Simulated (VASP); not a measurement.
# Sn4SeS3 (P4/mmm) in VASP: further runs

The runs below take Sn4SeS3 through single point, with PBE.

Program: VASP 6.6.1. These are calculated values, not measurements. Logs are shortened: lines on timing, memory, paths and dates and some standing lists are left out, and cuts for length are marked.

### Step 1. The cell of the first run

It takes space group P4/mmm (No. 123, tetragonal). The conventional cell has a = 4.176 Å, b = 4.176 Å, c = 11.807 Å, α = 90.00°, β = 90.00°, γ = 90.00°. Within 3.9 Å of Sn (site symmetry 4/mmm) lie 6 S at 2.93 to 2.95 Å. Within 3.8 Å of Sn (site symmetry 4mm) lie 5 S at 2.89 to 2.95 Å and 1 Se at 3.01 Å. Within 3.9 Å of Sn (site symmetry 4/mmm) lie 4 Se at 2.95 Å and 2 S at 2.97 Å. Se (site symmetry 4/mmm) has 6 Sn at 2.95 to 3.01 Å within 3.9 Å. S (site symmetry 4mm) has 6 Sn at 2.93 to 2.97 Å within 3.9 Å. S (site symmetry 4/mmm) has 6 Sn at 2.89 to 2.95 Å within 3.8 Å.

### Step 2. Single point, PBE

INCAR

```
ALGO = Normal
EDIFF = 1E-6
ENCUT = 520
GGA = PE
ISIF = 2
ISMEAR = 0
LASPH = T
LCHARG = F
LREAL = F
LWAVE = F
NBANDS = 50
NELM = 60
PREC = Accurate
SIGMA = 0.1
```

KPOINTS

```
k-points
0
Gamma
  4 4 2
```

POSCAR

```
Sn4SeS3
1.0
    4.1759823000      0.0000000000      0.0000000000
    0.0000000000      4.1759823000      0.0000000000
    0.0000000000      0.0000000000     11.8066659000
Sn Se S
4 1 3
Direct
    0.0000000000      0.0000000000      0.0000000000
    0.5000000000      0.5000000000      0.2447390000
    0.0000000000      0.0000000000      0.5000000000
    0.5000000000      0.5000000000      0.7552610000
    0.5000000000      0.5000000000      0.5000000000
    0.0000000000      0.0000000000      0.7518750000
    0.5000000000      0.5000000000      0.0000000000
    0.0000000000      0.0000000000      0.2481250000
```

Potentials or basis: VASP PAW PBE potentials, release 64 (Sn_d, Se, S).

The run is started by

```
$ cat potpaw_PBE.64/Sn_d/POTCAR potpaw_PBE.64/Se/POTCAR potpaw_PBE.64/S/POTCAR > POTCAR
$ mpirun -np 1 vasp_std > vasp.out
```

OUTCAR:

```text
EDIFF = 1E-6
   ENCUT = 520
   GGA = PE
   ISIF = 2
   ISMEAR = 0
   LASPH = T
   LREAL = F
   NELM = 60
   PREC = Accurate

 ion  position               nearest neighbor table
   1  0.000  0.000  0.000-   6 2.93   8 2.93   7 2.95   7 2.95   7 2.95   7 2.95
   2  0.500  0.500  0.245-   7 2.89   8 2.95   8 2.95   8 2.95   8 2.95   5 3.01
   3  0.000  0.000  0.500-   5 2.95   5 2.95   5 2.95   5 2.95   8 2.97   6 2.97
   4  0.500  0.500  0.755-   7 2.89   6 2.95   6 2.95   6 2.95   6 2.95   5 3.01
   5  0.500  0.500  0.500-   3 2.95   3 2.95   3 2.95   3 2.95   4 3.01   2 3.01
   6  0.000  0.000  0.752-   1 2.93   4 2.95   4 2.95   4 2.95   4 2.95   3 2.97
   7  0.500  0.500  0.000-   2 2.89   4 2.89   1 2.95   1 2.95   1 2.95   1 2.95
   8  0.000  0.000  0.248-   1 2.93   2 2.95   2 2.95   2 2.95   2 2.95   3 2.97

  LATTYP: Found a simple tetragonal cell.
 ALAT       =     4.1759823000
 C/A-ratio  =     2.8272787219

  Lattice vectors:

 A1 = (   4.1759823000,   0.0000000000,   0.0000000000)
 A2 = (   0.0000000000,   4.1759823000,   0.0000000000)
 A3 = (   0.0000000000,   0.0000000000,  11.8066659000)

Analysis of symmetry for initial positions (statically):
=====================================================================
 Subroutine PRICEL returns:
 Original cell was already a primitive cell.

 Routine SETGRP: Setting up the symmetry group for a
 simple tetragonal supercell.

 Subroutine GETGRP returns: Found 16 space group operations
 (whereof 16 operations were pure point group operations)
 out of a pool of 16 trial point group operations.

The static configuration has the point symmetry D_4h.

Analysis of symmetry for dynamics (positions and initial velocities):
=====================================================================
 Subroutine PRICEL returns:
 Original cell was already a primitive cell.

 Routine SETGRP: Setting up the symmetry group for a
 simple tetragonal supercell.

 Subroutine GETGRP returns: Found 16 space group operations
 (whereof 16 operations were pure point group operations)
 out of a pool of 16 trial point group operations.

The dynamic configuration has the point symmetry D_4h.

 Subroutine INISYM returns: Found 16 space group operations
 (whereof 16 operations are pure point group operations),
 and found     1 'primitive' translations

----------------------------------------------------------------------------------------

                                     Primitive cell

  volume of cell :     205.8944

  direct lattice vectors                    reciprocal lattice vectors
     4.175982300  0.000000000  0.000000000     0.239464617  0.000000000  0.000000000
     0.000000000  4.175982300  0.000000000     0.000000000  0.239464617  0.000000000
     0.000000000  0.000000000 11.806665900     0.000000000  0.000000000  0.084697916

  length of vectors
     4.175982300  4.175982300 11.806665900     0.239464617  0.239464617  0.084697916

  position of ions in fractional coordinates (direct lattice)
     0.000000000  0.000000000  0.000000000
     0.500000000  0.500000000  0.244739000
     0.000000000  0.000000000  0.500000000
     0.500000000  0.500000000  0.755261000
     0.500000000  0.500000000  0.500000000
     0.000000000  0.000000000  0.751875000
     0.500000000  0.500000000  0.000000000
     0.000000000  0.000000000  0.248125000

  ion indices of the primitive-cell ions
   primitive index   ion index
                 1           1
                 2           2
                 3           3
                 4           4
                 5           5
                 6           6
                 7           7
                 8           8

----------------------------------------------------------------------------------------

 KPOINTS: k-points

Automatic generation of k-mesh.
 Grid dimensions read from file:
 generate k-points for:    4    4    2

 Generating k-lattice:

  Cartesian coordinates                     Fractional coordinates (reciprocal lattice)
     0.059866154  0.000000000  0.000000000     0.250000000  0.000000000  0.000000000
     0.000000000  0.059866154  0.000000000     0.000000000  0.250000000  0.000000000
     0.000000000  0.000000000  0.042348958     0.000000000  0.000000000  0.500000000

  Length of vectors
     0.059866154  0.059866154  0.042348958

  Shift w.r.t. Gamma in fractional coordinates (k-lattice)
     0.000000000  0.000000000  0.000000000

 Subroutine IBZKPT returns following result:
 ===========================================

 Found     12 irreducible k-points:

 Following reciprocal coordinates:
            Coordinates               Weight
  0.000000  0.000000  0.000000      1.000000
  0.250000  0.000000  0.000000      4.000000
  0.500000  0.000000  0.000000      2.000000
  0.250000  0.250000  0.000000      4.000000
  0.500000  0.250000  0.000000      4.000000
  0.500000  0.500000  0.000000      1.000000
  0.000000  0.000000  0.500000      1.000000
  0.250000  0.000000  0.500000      4.000000
  0.500000  0.000000  0.500000      2.000000
  0.250000  0.250000  0.500000      4.000000
  0.500000  0.250000  0.500000      4.000000
  0.500000  0.500000  0.500000      1.000000
   k-points           NKPTS =     12   k-points in BZ     NKDIM =     12   number of bands    NBANDS=     50
   number of dos      NEDOS =    301   number of ions     NIONS =      8
   total plane-waves  NPLWV =  92160
   dimension x,y,z NGX =    32 NGY =   32 NGZ =   90
   dimension x,y,z NGXF=    64 NGYF=   64 NGZF=  180
   ions per type =               4   1   3
   NGX,Y,Z   is equivalent  to a cutoff of  12.74, 12.74, 12.67 a.u.
   NGXF,Y,Z  is equivalent  to a cutoff of  25.48, 25.48, 25.35 a.u.
 SYSTEM =  unknown system
   PREC   = accura    normal or accurate (medium, high low for compatibility)
   ISTART =      0    job   : 0-new  1-cont  2-samecut
   ICHARG =      2    charge: 1-file 2-atom 10-const
   ISPIN  =      1    spin polarized calculation?
   LNONCOLLINEAR =      F non collinear calculations
   LSORBIT =      F    spin-orbit coupling
   LASPH  =      T    aspherical Exc in radial PAW
   ENCUT  =  520.0 eV  38.22 Ry    6.18 a.u.   7.76  7.76 21.95*2*pi/ulx,y,z
   NELM   =     60;   NELMIN=  2; NELMDL= -5     # of ELM steps
   EDIFF  = 0.1E-05   stopping-criterion for ELM
   LREAL  =      F    real-space projection
   EDIFFG = 0.1E-04   stopping-criterion for IOM
   NSW    =      0    number of steps for IOM
   IBRION =     -1    ionic relax: 0-MD 1-quasi-New 2-CG
   NFREE  =      0    steps in history (QN), initial steepest desc. (CG)
   ISIF   =      2    stress and relaxation
   ISYM   =      2    0-nonsym 1-usesym 2-fastsym
   POTIM  = 0.5000    time-step for ionic-motion
   TEBEG  =    0.0;   TEEND  =   0.0 temperature during run
   PSTRESS=    0.0 pullay stress
   NELECT =      80.0000    total number of electrons
   NUPDOWN=      -1.0000    fix difference up-down
   EMIN   =  10.00;   EMAX   =-10.00  energy-range for DOS
   EFERMI =   0.00;   METHOD = LEGACY
   ISMEAR =     0;   SIGMA  =   0.10  broadening in eV -4-tet -1-fermi 0-gaus
   EFERMI_NEDOS =   21; number of points for ismear=-14 and -15
   IALGO  =     38    algorithm
   IMIX   =      4    mixing-type and parameters
     AMIX     =   0.40;   BMIX     =  1.00
     AMIX_MAG =   1.60;   BMIX_MAG =  1.00
  volume/ion in A,a.u.               =      25.74       173.68
  Fermi-wavevector in a.u.,A,eV,Ry     =   1.194602  2.257471 19.416526  1.427074
  Thomas-Fermi vector in A             =   2.330588
   LORBIT       =      0    0 simple, 1 ext, 2 COOP (PROOUT), +10 PAW based schemes
   GGA     = PE    functional components
   LHFCALC =     F    Hartree Fock is set to
   AEXX    =    0.0000 exact exchange contribution
   IVDW    =     0    specifies the selected vdW correction
   LEPSILON=     F    determine dielectric tensor
   LRPA    =     F    only Hartree local field effects (RPA)
 non-spin polarized calculation
 Gauss-broadening in eV      SIGMA  =   0.10
  energy-cutoff  :      520.00
  volume of cell :      205.89
 maximum number of plane-waves:      5562
 NGX is ok and might be reduce to    32
   NGX = 15   NGY = 15   NGZ = 43

 number of electron      79.9999952 magnetization

 Free energy of the ion-electron system (eV)
  ---------------------------------------------------
  ext. energy  EPLUGINS =         0.00000000
  ---------------------------------------------------
  free energy    TOTEN  =       -34.49242671 eV

  energy without entropy =      -34.49235535  energy(sigma->0) =      -34.49239103

 E-fermi :   6.3078     XC(G=0):  -9.6574

 val. band max:        6.0925009524   @ k =   0.5000   0.0000   0.0000
 cond. band min:       6.5227914308   @ k =   0.5000   0.0000   0.0000
 fundamental gap:      0.4302904784
 Fermi energy:         6.3078164479

 k-point     1 :       0.0000    0.0000    0.0000
  band No.  band energies     occupation
      1     -15.6406      2.00000
      2     -15.6399      2.00000
      3     -15.6228      2.00000
      4     -15.6221      2.00000
      5     -15.6221      2.00000
      6     -15.6173      2.00000
[... 42 lines left out ...]
     49      10.5140      0.00000
     50      10.6157      0.00000

 k-point     2 :       0.2500    0.0000    0.0000
  band No.  band energies     occupation
      1     -15.6367      2.00000
      2     -15.6300      2.00000
      3     -15.6278      2.00000
      4     -15.6237      2.00000
      5     -15.6215      2.00000
      6     -15.6152      2.00000
[... 42 lines left out ...]
     49       9.1791      0.00000
     50       9.6569      0.00000

 k-point     3 :       0.5000    0.0000    0.0000
  band No.  band energies     occupation
      1     -15.6333      2.00000
      2     -15.6325      2.00000
      3     -15.6247      2.00000
      4     -15.6217      2.00000
      5     -15.6188      2.00000
      6     -15.6159      2.00000
[... 42 lines left out ...]
     49       7.8654      0.00000
     50       7.9903      0.00000

 k-point     4 :       0.2500    0.2500    0.0000
  band No.  band energies     occupation
      1     -15.6366      2.00000
      2     -15.6275      2.00000
      3     -15.6274      2.00000
      4     -15.6254      2.00000
      5     -15.6235      2.00000
      6     -15.6133      2.00000
[... 42 lines left out ...]
     49      10.1001      0.00000
     50      10.3678      0.00000

 k-point     5 :       0.5000    0.2500    0.0000
  band No.  band energies     occupation
      1     -15.6424      2.00000
      2     -15.6280      2.00000
      3     -15.6264      2.00000
      4     -15.6257      2.00000
      5     -15.6201      2.00000
      6     -15.6143      2.00000
[... 42 lines left out ...]
     49       9.8350      0.00000
     50       9.8753      0.00000

 k-point     6 :       0.5000    0.5000    0.0000
  band No.  band energies     occupation
      1     -15.6514      2.00000
      2     -15.6326      2.00000
      3     -15.6286      2.00000
      4     -15.6286      2.00000
      5     -15.6193      2.00000
      6     -15.6188      2.00000
[... 42 lines left out ...]
     49      11.1710      0.00000
     50      11.1880      0.00000

 k-point     7 :       0.0000    0.0000    0.5000
  band No.  band energies     occupation
      1     -15.6399      2.00000
      2     -15.6389      2.00000
      3     -15.6239      2.00000
      4     -15.6228      2.00000
      5     -15.6220      2.00000
      6     -15.6220      2.00000
[... 42 lines left out ...]
     49      10.3638      0.00000
     50      10.3867      0.00000

 k-point     8 :       0.2500    0.0000    0.5000
  band No.  band energies     occupation
      1     -15.6364      2.00000
      2     -15.6294      2.00000
      3     -15.6278      2.00000
      4     -15.6239      2.00000
      5     -15.6215      2.00000
      6     -15.6180      2.00000
[... 42 lines left out ...]
     49       9.2985      0.00000
     50       9.3729      0.00000

 k-point     9 :       0.5000    0.0000    0.5000
  band No.  band energies     occupation
      1     -15.6333      2.00000
      2     -15.6324      2.00000
      3     -15.6248      2.00000
      4     -15.6215      2.00000
      5     -15.6188      2.00000
      6     -15.6151      2.00000
[... 42 lines left out ...]
     49       8.9548      0.00000
     50       9.1537      0.00000

 k-point    10 :       0.2500    0.2500    0.5000
  band No.  band energies     occupation
      1     -15.6364      2.00000
      2     -15.6274      2.00000
      3     -15.6271      2.00000
      4     -15.6252      2.00000
      5     -15.6240      2.00000
      6     -15.6136      2.00000
[... 42 lines left out ...]
     49       9.7861      0.00000
     50       9.8297      0.00000

 k-point    11 :       0.5000    0.2500    0.5000
  band No.  band energies     occupation
      1     -15.6423      2.00000
      2     -15.6277      2.00000
      3     -15.6267      2.00000
      4     -15.6260      2.00000
      5     -15.6200      2.00000
      6     -15.6137      2.00000
[... 42 lines left out ...]
     49       9.9321      0.00000
     50      10.0674      0.00000

 k-point    12 :       0.5000    0.5000    0.5000
  band No.  band energies     occupation
      1     -15.6510      2.00000
      2     -15.6310      2.00000
      3     -15.6282      2.00000
      4     -15.6282      2.00000
      5     -15.6221      2.00000
      6     -15.6209      2.00000
[... 42 lines left out ...]
     49      10.9554      0.00000
     50      10.9592      0.00000

------------------------ aborting loop because EDIFF is reached ----------------------------------------

  FORCE on cell =-STRESS in cart. coord.  units (eV):
  Direction    XX          YY          ZZ          XY          YZ          ZX
  --------------------------------------------------------------------------------------
  -------------------------------------------------------------------------------------
  Total       -0.7331694     -0.7331694     -0.9545506      0.0000000      0.0000000      0.0000000
  in kB       -5.7051930     -5.7051930     -7.4278812      0.0000000      0.0000000      0.0000000
  external PRESSURE =      -6.2794224 kB  Pullay stress =       0.0000000 kB

 VOLUME and BASIS-vectors are now :
 -----------------------------------------------------------------------------
  energy-cutoff  :      520.00
  volume of cell :      205.89
      direct lattice vectors                 reciprocal lattice vectors
     4.175982300  0.000000000  0.000000000     0.239464617  0.000000000  0.000000000
     0.000000000  4.175982300  0.000000000     0.000000000  0.239464617  0.000000000
     0.000000000  0.000000000 11.806665900     0.000000000  0.000000000  0.084697916

 POSITION                                       TOTAL-FORCE (eV/Angst)
 -----------------------------------------------------------------------------------
      0.00000      0.00000      0.00000         0.000000      0.000000      0.000000
      2.08799      2.08799      2.88955         0.000000     -0.000000     -0.044423
      0.00000      0.00000      5.90333         0.000000      0.000000      0.000000
      2.08799      2.08799      8.91711        -0.000000     -0.000000      0.044423
      2.08799      2.08799      5.90333         0.000000      0.000000      0.000000
      0.00000      0.00000      8.87714         0.000000      0.000000     -0.016265
      2.08799      2.08799      0.00000         0.000000      0.000000      0.000000
      0.00000      0.00000      2.92953         0.000000      0.000000      0.016265
 -----------------------------------------------------------------------------------
    total drift:                                0.000000     -0.000000     -0.000000

  FREE ENERGIE OF THE ION-ELECTRON SYSTEM (eV)
  ---------------------------------------------------
  free  energy   TOTEN  =       -34.4924267101 eV

  energy  without entropy=      -34.4923553484  energy(sigma->0) =      -34.49239103
```

Run time: 98 s. Hardware: 1 thread of Intel Xeon Platinum 8375C at 2.90GHz (Ice Lake), shared host; peak memory 0.33 GiB.

Results:

```yaml
Free_energy: -34.4924 eV
Pressure: -0.6 GPa
Largest_force: 0.044 eV/Å
Band_gap_on_the_k_mesh: 0.43 eV
```

Forces in eV/Å, atoms in the order of the input:
```
Sn   0.000  0.000  0.000
Sn   0.000  0.000 -0.044
Sn   0.000  0.000  0.000
Sn   0.000  0.000  0.044
Se   0.000  0.000  0.000
S    0.000  0.000 -0.016
S    0.000  0.000  0.000
S    0.000  0.000  0.016
```

Levels at points of the mesh, in eV from the valence-band top:
| k point | band 38 | band 39 | band 40 | band 41 | band 42 | band 43 |
| --- | --- | --- | --- | --- | --- | --- |
| (0.00, 0.00, 0.00) | -2.48 | -1.83 | -1.75 | 1.95 | 2.07 | 3.05 |
| (0.50, 0.00, 0.00) | -0.64 | -0.06 | 0.00 | 0.43 | 0.50 | 1.03 |
| (0.50, 0.50, 0.00) | -3.79 | -1.15 | -0.98 | 1.61 | 1.62 | 3.06 |
| (0.00, 0.00, 0.50) | -2.70 | -1.62 | -1.36 | 2.36 | 2.57 | 3.26 |
| (0.50, 0.00, 0.50) | -0.47 | -0.43 | -0.14 | 0.57 | 0.58 | 0.60 |
| (0.50, 0.50, 0.50) | -2.67 | -2.54 | -2.48 | 3.31 | 3.48 | 3.48 |

Caveat: spin-orbit coupling is left out, which moves the levels of the heavy elements. A k mesh can miss the band edges.

(Continued in part 2 of 2.)
